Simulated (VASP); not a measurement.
# Te2Mo (P6_3/mmc) in VASP: notebook

Runs on Te2Mo. Level: r2SCAN. Tasks: single point.

Program: VASP 6.6.1. These are calculated values, not measurements. Logs are shortened: lines on timing, memory, paths and dates and some standing lists are left out, and cuts for length are marked.

**What was measured.**

From “Broadband infrared study of pressure-tunable Fano resonance and metallization transition in 2H-MoTe2”, 2022, pmc:9569381, for a bulk crystal of Te2Mo at 300 K: band gap 0.88 ± 0.05 eV (indirect).

How close the calculation comes is told below.

## Step 1: The cell of the first run

Symmetry: P6_3/mmc, No. 194, hexagonal system. Conventional cell: a = 3.564 Å, b = 3.564 Å, c = 14.726 Å, α = 90.00°, β = 90.00°, γ = 120.00°. Within 3.6 Å of Te (site symmetry 3m) lie 3 Mo at 2.73 Å and 7 Te at 3.56 to 3.58 Å. Mo (site symmetry -6m2) has 6 Te at 2.73 Å and 6 Mo at 3.56 Å within 3.6 Å.

## Step 2: Single point, r2SCAN

File POSCAR:

```
Te2Mo
1.0
    3.5635452172      0.0000000000      0.0000000000
   -1.7817726086      3.0861206856      0.0000000000
    0.0000000000      0.0000000000     14.7262210532
Te Mo
4 2
Direct
    0.3333333333      0.6666666667      0.6284839550
    0.6666666667      0.3333333333      0.1284839550
    0.3333333333      0.6666666667      0.8715160450
    0.6666666667      0.3333333333      0.3715160450
    0.3333333333      0.6666666667      0.2500000000
    0.6666666667      0.3333333333      0.7500000000
```

File INCAR.step1:

```
ALGO = Normal
EDIFF = 1E-4
ENCUT = 520
GGA = PE
ISMEAR = 0
LASPH = T
LCHARG = F
LREAL = F
LWAVE = T
NBANDS = 35
NELM = 80
PREC = Accurate
SIGMA = 0.05
```

File INCAR.step2:

```
ALGO = Normal
EDIFF = 1E-7
ENCUT = 520
ISIF = 2
ISMEAR = 0
ISTART = 1
LASPH = T
LCHARG = F
LMIXTAU = T
LREAL = F
LWAVE = F
METAGGA = R2SCAN
NBANDS = 35
NELM = 80
PREC = Accurate
SIGMA = 0.05
```

File KPOINTS:

```
k-points
0
Gamma
  12 12 2
```

Potentials or basis: VASP PAW PBE potentials, release 64 (Te, Mo_sv).

Command:

```bash
> cat potpaw_PBE.64/Te/POTCAR potpaw_PBE.64/Mo_sv/POTCAR > POTCAR
> cp INCAR.step1 INCAR
> mpirun -np 1 vasp_std > vasp.out
> cp INCAR.step2 INCAR
> mpirun -np 1 vasp_std > vasp.out
```

OUTCAR:

```text
EDIFF = 1E-7
   ENCUT = 520
   ISIF = 2
   ISMEAR = 0
   ISTART = 1
   LASPH = T
   LREAL = F
   METAGGA = R2SCAN
   NELM = 80
   PREC = Accurate

 ion  position               nearest neighbor table
   1  0.333  0.667  0.628-   6 2.73   6 2.73   6 2.73   3 3.58
   2  0.667  0.333  0.128-   5 2.73   5 2.73   5 2.73   4 3.58
   3  0.333  0.667  0.872-   6 2.73   6 2.73   6 2.73   1 3.58
   4  0.667  0.333  0.372-   5 2.73   5 2.73   5 2.73   2 3.58
   5  0.333  0.667  0.250-   2 2.73   4 2.73   2 2.73   4 2.73   2 2.73   4 2.73
   6  0.667  0.333  0.750-   1 2.73   3 2.73   1 2.73   3 2.73   1 2.73   3 2.73

  LATTYP: Found a hexagonal cell.
 ALAT       =     3.5635452172
 C/A-ratio  =     4.1324636438

  Lattice vectors:

 A1 = (   3.5635452172,   0.0000000000,   0.0000000000)
 A2 = (  -1.7817726086,   3.0861206856,   0.0000000000)
 A3 = (   0.0000000000,   0.0000000000,  14.7262210532)

Analysis of symmetry for initial positions (statically):
=====================================================================
 Subroutine PRICEL returns:
 Original cell was already a primitive cell.

 Routine SETGRP: Setting up the symmetry group for a
 hexagonal supercell.

 Subroutine GETGRP returns: Found 24 space group operations
 (whereof 12 operations were pure point group operations)
 out of a pool of 24 trial point group operations.

The static configuration has the point symmetry D_3d.
 The point group associated with its full space group is D_6h.

Analysis of symmetry for dynamics (positions and initial velocities):
=====================================================================
 Subroutine PRICEL returns:
 Original cell was already a primitive cell.

 Routine SETGRP: Setting up the symmetry group for a
 hexagonal supercell.

 Subroutine GETGRP returns: Found 24 space group operations
 (whereof 12 operations were pure point group operations)
 out of a pool of 24 trial point group operations.

The dynamic configuration has the point symmetry D_3d.
 The point group associated with its full space group is D_6h.

 Subroutine INISYM returns: Found 24 space group operations
 (whereof 12 operations are pure point group operations),
 and found     1 'primitive' translations

----------------------------------------------------------------------------------------

                                     Primitive cell

  volume of cell :     161.9521

  direct lattice vectors                    reciprocal lattice vectors
     3.563545217  0.000000000  0.000000000     0.280619422  0.162015699  0.000000000
    -1.781772609  3.086120686  0.000000000     0.000000000  0.324031398  0.000000000
     0.000000000  0.000000000 14.726221053     0.000000000  0.000000000  0.067906084

  length of vectors
     3.563545217  3.563545217 14.726221053     0.324031398  0.324031398  0.067906084

  position of ions in fractional coordinates (direct lattice)
     0.333333333  0.666666667  0.628483955
     0.666666667  0.333333333  0.128483955
     0.333333333  0.666666667  0.871516045
     0.666666667  0.333333333  0.371516045
     0.333333333  0.666666667  0.250000000
     0.666666667  0.333333333  0.750000000

  ion indices of the primitive-cell ions
   primitive index   ion index
                 1           1
                 2           2
                 3           3
                 4           4
                 5           5
                 6           6

----------------------------------------------------------------------------------------

 KPOINTS: k-points

Automatic generation of k-mesh.
 Grid dimensions read from file:
 generate k-points for:   12   12    2

 Generating k-lattice:

  Cartesian coordinates                     Fractional coordinates (reciprocal lattice)
     0.023384952  0.013501308  0.000000000     0.083333333  0.000000000  0.000000000
     0.000000000  0.027002616  0.000000000     0.000000000  0.083333333  0.000000000
     0.000000000  0.000000000  0.033953042     0.000000000  0.000000000  0.500000000

  Length of vectors
     0.027002616  0.027002616  0.033953042

  Shift w.r.t. Gamma in fractional coordinates (k-lattice)
     0.000000000  0.000000000  0.000000000

 Subroutine IBZKPT returns following result:
 ===========================================

 Found     38 irreducible k-points:

 Following reciprocal coordinates:
            Coordinates               Weight
  0.000000  0.000000  0.000000      1.000000
  0.083333 -0.000000  0.000000      6.000000
  0.166667 -0.000000  0.000000      6.000000
  0.250000 -0.000000  0.000000      6.000000
  0.333333 -0.000000  0.000000      6.000000
  0.416667 -0.000000  0.000000      6.000000
[... 16 lines left out ...]
  0.250000 -0.000000  0.500000      6.000000
  0.333333 -0.000000  0.500000      6.000000
 [... further k-points ...]
   k-points           NKPTS =     38   k-points in BZ     NKDIM =     38   number of bands    NBANDS=     35
   number of dos      NEDOS =    301   number of ions     NIONS =      6
   total plane-waves  NPLWV =  87808
   dimension x,y,z NGX =    28 NGY =   28 NGZ =  112
   dimension x,y,z NGXF=    56 NGYF=   56 NGZF=  224
   ions per type =               4   2
   NGX,Y,Z   is equivalent  to a cutoff of  13.06, 13.06, 12.64 a.u.
   NGXF,Y,Z  is equivalent  to a cutoff of  26.13, 26.13, 25.29 a.u.
 SYSTEM =  unknown system
   PREC   = accura    normal or accurate (medium, high low for compatibility)
   ISTART =      1    job   : 0-new  1-cont  2-samecut
   ICHARG =      0    charge: 1-file 2-atom 10-const
   ISPIN  =      1    spin polarized calculation?
   LNONCOLLINEAR =      F non collinear calculations
   LSORBIT =      F    spin-orbit coupling
   LASPH  =      T    aspherical Exc in radial PAW
   ENCUT  =  520.0 eV  38.22 Ry    6.18 a.u.   6.63  6.63 27.38*2*pi/ulx,y,z
   NELM   =     80;   NELMIN=  2; NELMDL=  0     # of ELM steps
   EDIFF  = 0.1E-06   stopping-criterion for ELM
   LREAL  =      F    real-space projection
   EDIFFG = 0.1E-05   stopping-criterion for IOM
   NSW    =      0    number of steps for IOM
   IBRION =     -1    ionic relax: 0-MD 1-quasi-New 2-CG
   NFREE  =      0    steps in history (QN), initial steepest desc. (CG)
   ISIF   =      2    stress and relaxation
   ISYM   =      2    0-nonsym 1-usesym 2-fastsym
   POTIM  = 0.5000    time-step for ionic-motion
   TEBEG  =    0.0;   TEEND  =   0.0 temperature during run
   PSTRESS=    0.0 pullay stress
   NELECT =      52.0000    total number of electrons
   NUPDOWN=      -1.0000    fix difference up-down
   EMIN   =  10.00;   EMAX   =-10.00  energy-range for DOS
   EFERMI =   0.00;   METHOD = LEGACY
   ISMEAR =     0;   SIGMA  =   0.05  broadening in eV -4-tet -1-fermi 0-gaus
   EFERMI_NEDOS =   21; number of points for ismear=-14 and -15
   IALGO  =     38    algorithm
   IMIX   =      4    mixing-type and parameters
     AMIX     =   0.40;   BMIX     =  1.00
     AMIX_MAG =   1.60;   BMIX_MAG =  1.00
  volume/ion in A,a.u.               =      26.99       182.15
  Fermi-wavevector in a.u.,A,eV,Ry     =   1.121021  2.118423 17.098282  1.256688
  Thomas-Fermi vector in A             =   2.257672
   LORBIT       =      0    0 simple, 1 ext, 2 COOP (PROOUT), +10 PAW based schemes
   METAGGA = R2SCAN    functional components
   LHFCALC =     F    Hartree Fock is set to
   AEXX    =    0.0000 exact exchange contribution
   IVDW    =     0    specifies the selected vdW correction
   LEPSILON=     F    determine dielectric tensor
   LRPA    =     F    only Hartree local field effects (RPA)
 non-spin polarized calculation
 Gauss-broadening in eV      SIGMA  =   0.05
  energy-cutoff  :      520.00
  volume of cell :      161.95
 maximum number of plane-waves:      4410
 NGX is ok and might be reduce to    28
   NGX = 13   NGY = 13   NGZ = 55

 number of electron      52.0000002 magnetization

 Free energy of the ion-electron system (eV)
  ---------------------------------------------------
  ext. energy  EPLUGINS =         0.00000000
  ---------------------------------------------------
  free energy    TOTEN  =      -155.66636824 eV

  energy without entropy =     -155.66636824  energy(sigma->0) =     -155.66636824

 E-fermi :   7.2919     XC(G=0): -10.5231

 val. band max:        6.9702219430   @ k =   0.0000   0.0000   0.0000
 cond. band min:       8.0193752632   @ k =   0.3333   0.3333   0.0000
 fundamental gap:      1.0491533202
 Fermi energy:         7.2919369705

 k-point     1 :       0.0000    0.0000    0.0000
  band No.  band energies     occupation
      1     -55.7355      2.00000
      2     -55.7355      2.00000
      3     -29.1538      2.00000
      4     -29.1538      2.00000
      5     -29.0665      2.00000
      6     -29.0665      2.00000
[... 27 lines left out ...]
     34      10.4280      0.00000
     35      12.9414      0.00000

 k-point     2 :       0.0833   -0.0000    0.0000
  band No.  band energies     occupation
      1     -55.7348      2.00000
      2     -55.7348      2.00000
      3     -29.1519      2.00000
      4     -29.1519      2.00000
      5     -29.0749      2.00000
      6     -29.0749      2.00000
[... 27 lines left out ...]
     34      10.2275      0.00000
     35      13.2943      0.00000

 k-point     3 :       0.1667   -0.0000    0.0000
  band No.  band energies     occupation
      1     -55.7331      2.00000
      2     -55.7331      2.00000
      3     -29.1467      2.00000
      4     -29.1467      2.00000
      5     -29.0978      2.00000
      6     -29.0978      2.00000
[... 27 lines left out ...]
     34      10.4313      0.00000
     35      13.5464      0.00000
[... 723 lines left out ...]
 k-point    23 :       0.2500   -0.0000    0.5000
  band No.  band energies     occupation
      1     -55.7308      2.00000
      2     -55.7308      2.00000
      3     -29.1396      2.00000
      4     -29.1396      2.00000
      5     -29.1289      2.00000
      6     -29.1289      2.00000
[... 27 lines left out ...]
     34      10.5450      0.00000
     35      13.7045      0.00000

 k-point    24 :       0.3333   -0.0000    0.5000
  band No.  band energies     occupation
      1     -55.7285      2.00000
      2     -55.7285      2.00000
      3     -29.1598      2.00000
      4     -29.1598      2.00000
      5     -29.1324      2.00000
      6     -29.1324      2.00000
[... 27 lines left out ...]
     34      10.6653      0.00000
     35      12.7198      0.00000

 [... further k-points ...]

------------------------ aborting loop because EDIFF is reached ----------------------------------------

  FORCE on cell =-STRESS in cart. coord.  units (eV):
  Direction    XX          YY          ZZ          XY          YZ          ZX
  --------------------------------------------------------------------------------------
  -------------------------------------------------------------------------------------
  Total        0.0854489      0.0854489      0.1906007      0.0000000      0.0000000      0.0000000
  in kB        0.8453387      0.8453387      1.8855959      0.0000000      0.0000000      0.0000000
  external PRESSURE =       1.1920911 kB  Pullay stress =       0.0000000 kB

 VOLUME and BASIS-vectors are now :
 -----------------------------------------------------------------------------
  energy-cutoff  :      520.00
  volume of cell :      161.95
      direct lattice vectors                 reciprocal lattice vectors
     3.563545217  0.000000000  0.000000000     0.280619422  0.162015699  0.000000000
    -1.781772609  3.086120686  0.000000000     0.000000000  0.324031398  0.000000000
     0.000000000  0.000000000 14.726221053     0.000000000  0.000000000  0.067906084

 POSITION                                       TOTAL-FORCE (eV/Angst)
 -----------------------------------------------------------------------------------
     -0.00000      2.05741      9.25519         0.000000     -0.000000     -0.027042
      1.78177      1.02871      1.89208        -0.000000      0.000000     -0.027042
     -0.00000      2.05741     12.83414         0.000000     -0.000000      0.027042
      1.78177      1.02871      5.47103        -0.000000      0.000000      0.027042
     -0.00000      2.05741      3.68156         0.000000     -0.000000      0.000000
      1.78177      1.02871     11.04467        -0.000000      0.000000      0.000000
 -----------------------------------------------------------------------------------
    total drift:                               -0.000000      0.000000     -0.000000

  FREE ENERGIE OF THE ION-ELECTRON SYSTEM (eV)
  ---------------------------------------------------
  free  energy   TOTEN  =      -155.6663682374 eV

  energy  without entropy=     -155.6663682374  energy(sigma->0) =     -155.66636824
```

Run time: 8 min. Hardware: 1 thread of Intel Xeon 6975P-C (Granite Rapids), shared host; peak memory 0.42 GiB.

What came out:

* Free energy: -155.6664 eV
* Pressure: 0.1 GPa
* Largest force: 0.027 eV/Å
* Band gap on the k mesh: 1.05 eV (least direct gap 1.06 eV)

Forces on the atoms (eV/Å):
```
Te   0.000  0.000 -0.027
Te   0.000  0.000 -0.027
Te   0.000  0.000  0.027
Te   0.000  0.000  0.027
Mo   0.000  0.000  0.000
Mo   0.000  0.000  0.000
```

Caveat: the PAW data sets were made with another functional, which shifts forces and pressure a little; spin-orbit coupling is left out, which moves the levels of the heavy elements.

## Step 3: Single point, r2SCAN (28.61 Å³/atom)

This run uses another cell than the first one, of 28.61 Å³/atom.

File POSCAR:

```
Te2Mo
1.0
    3.5735954517      0.0000000000      0.0000000000
   -1.7867977258      3.0948244440      0.0000000000
    0.0000000000      0.0000000000     15.5221176736
Te Mo
4 2
Direct
    0.3333333333      0.6666666667      0.6348418205
    0.6666666667      0.3333333333      0.1348418205
    0.3333333333      0.6666666667      0.8651581795
    0.6666666667      0.3333333333      0.3651581795
    0.3333333333      0.6666666667      0.2500000000
    0.6666666667      0.3333333333      0.7500000000
```

File INCAR.step1:

```
SYSTEM = Te2Mo
PREC = Accurate ; ENCUT = 520
ISMEAR = 0 ; SIGMA = 0.02
LREAL = .FALSE. ; LASPH = .TRUE.
NELM = 100 ; NBANDS = 35
GGA = PE ; ALGO = Normal
EDIFF = 1E-4 ; LWAVE = .TRUE.
LCHARG = .FALSE.
```

File INCAR.step2:

```
SYSTEM = Te2Mo
PREC = Accurate ; ENCUT = 520
EDIFF = 1E-6 ; ISMEAR = 0
SIGMA = 0.02 ; LREAL = .FALSE.
LASPH = .TRUE. ; NELM = 100
ALGO = Normal ; ISIF = 2
LWAVE = .FALSE. ; LCHARG = .TRUE.
METAGGA = R2SCAN ; LMIXTAU = .TRUE.
LELF = .TRUE. ; LVHAR = .TRUE.
NBANDS = 35 ; ISTART = 1
```

File KPOINTS:

```
regular mesh
0
G
  12 12 2
  0 0 0
```

Potentials or basis: VASP PAW PBE potentials, release 64 (Te, Mo_sv).

Command:

```bash
> cat potpaw_PBE.64/Te/POTCAR potpaw_PBE.64/Mo_sv/POTCAR > POTCAR
> cp INCAR.step1 INCAR
> mpirun -np 1 vasp_std > vasp.out
> cp INCAR.step2 INCAR
> mpirun -np 1 vasp_std > vasp.out
```

Wall time 13 min (1 thread of Intel Xeon Platinum 8259CL at 2.50GHz (Skylake/Cascade Lake), shared host); peak memory 0.43 GiB.

Results (log left out):

- Free energy: -155.6462 eV
- Pressure: -0.4 GPa
- Largest force: 0.031 eV/Å
- Band gap on the k mesh: 1.06 eV

Forces on the atoms (eV/Å):
```
Te   0.000  0.000 -0.031
Te   0.000  0.000 -0.031
Te   0.000  0.000  0.031
Te   0.000  0.000  0.031
Mo   0.000  0.000  0.000
Mo   0.000  0.000  0.000
```

Stress tensor (GPa, compression positive):
```
-0.46  0.00  0.00
 0.00 -0.46  0.00
 0.00  0.00 -0.36
```

Levels at points of the mesh, in eV from the valence-band top:
| k point | band 23 | band 24 | band 25 | band 26 | band 27 | band 28 | band 29 | band 30 |
| --- | --- | --- | --- | --- | --- | --- | --- | --- |
| (0.00, 0.00, 0.00) | -1.05 | -1.02 | -0.66 | -0.08 | 3.08 | 3.08 | 3.11 | 3.11 |
| (0.50, 0.00, 0.00) | -0.78 | -0.78 | -0.56 | -0.50 | 1.40 | 1.42 | 1.72 | 1.85 |
| (0.00, 0.00, 0.50) | -1.06 | -1.06 | -0.24 | -0.24 | 3.10 | 3.10 | 3.10 | 3.10 |
| (0.50, 0.00, 0.50) | -0.78 | -0.78 | -0.53 | -0.53 | 1.41 | 1.41 | 1.79 | 1.79 |

Caveat: the PAW data sets were made with another functional, which shifts forces and pressure a little; spin-orbit coupling is left out, which moves the levels of the heavy elements.

## Step 4: Single point, r2SCAN

File POSCAR:

```
Te2Mo
1.0
   -3.5635452172      0.0000000000      0.0000000000
   -1.7817726086     -3.0861206856      0.0000000000
    0.0000000000      0.0000000000     14.7262210532
Te Mo
4 2
Direct
    0.3333333333      0.3333333333      0.6284839550
    0.6666666667      0.6666666667      0.1284839550
    0.3333333333      0.3333333333      0.8715160450
    0.6666666667      0.6666666667      0.3715160450
    0.3333333333      0.3333333333      0.2500000000
    0.6666666667      0.6666666667      0.7500000000
```

File INCAR.step1:

```
ALGO = Normal ; EDIFF = 1E-4
ENCUT = 520 ; GGA = PE
ISMEAR = 0 ; LASPH = T
LCHARG = F ; LREAL = F
LWAVE = T ; NBANDS = 35
NELM = 80 ; PREC = Accurate
SIGMA = 0.05
```

File INCAR.step2:

```
ALGO = Normal ; EDIFF = 1E-6
ENCUT = 520 ; ISIF = 2
ISMEAR = 0 ; ISTART = 1
LASPH = T ; LCHARG = F
LMIXTAU = T ; LREAL = F
LWAVE = F ; METAGGA = R2SCAN
NBANDS = 35 ; NELM = 80
PREC = Accurate ; SIGMA = 0.05
```

File KPOINTS:

```
k-points
0
Gamma
  9 9 2
```

Command:

```bash
> cat potpaw_PBE.64/Te/POTCAR potpaw_PBE.64/Mo_sv/POTCAR > POTCAR
> cp INCAR.step1 INCAR
> mpirun -np 1 vasp_std > vasp.out
> cp INCAR.step2 INCAR
> mpirun -np 1 vasp_std > vasp.out
```

Run time: 7.4 min. Hardware: 1 thread of Intel Xeon Platinum 8259CL at 2.50GHz (Skylake/Cascade Lake), shared host; peak memory 0.38 GiB.

The run converged. Its results:

* Free energy: -155.6663 eV
* Pressure: 0.1 GPa
* Largest force: 0.027 eV/Å
* Band gap on the k mesh: 1.05 eV (least direct gap 1.06 eV)

Forces in eV/Å, atoms in the order of the input:
```
Te   0.000  0.000 -0.027
Te   0.000  0.000 -0.027
Te   0.000  0.000  0.027
Te   0.000  0.000  0.027
Mo   0.000  0.000  0.000
Mo   0.000  0.000  0.000
```

Stress tensor (GPa, compression positive):
```
0.08 0.00 0.00
0.00 0.08 0.00
0.00 0.00 0.19
```

Levels at points of the mesh, in eV from the valence-band top:
| k point | band 22 | band 23 | band 24 | band 25 | band 26 | band 27 | band 28 | band 29 | band 30 | band 31 |
| --- | --- | --- | --- | --- | --- | --- | --- | --- | --- | --- |
| (0.00, 0.00, 0.00) | -1.08 | -1.08 | -0.79 | -0.71 | 0.00 | 3.05 | 3.05 | 3.11 | 3.11 | 3.33 |
| (0.00, 0.00, 0.50) | -1.09 | -1.09 | -1.09 | -0.15 | -0.15 | 3.08 | 3.08 | 3.08 | 3.08 | 3.40 |

Caveat: the PAW data sets were made with another functional, which shifts forces and pressure a little; spin-orbit coupling is left out, which moves the levels of the heavy elements; an odd mesh through Γ misses points on the zone boundary, where band edges can lie.

(Part 1 of 2 ends here.)
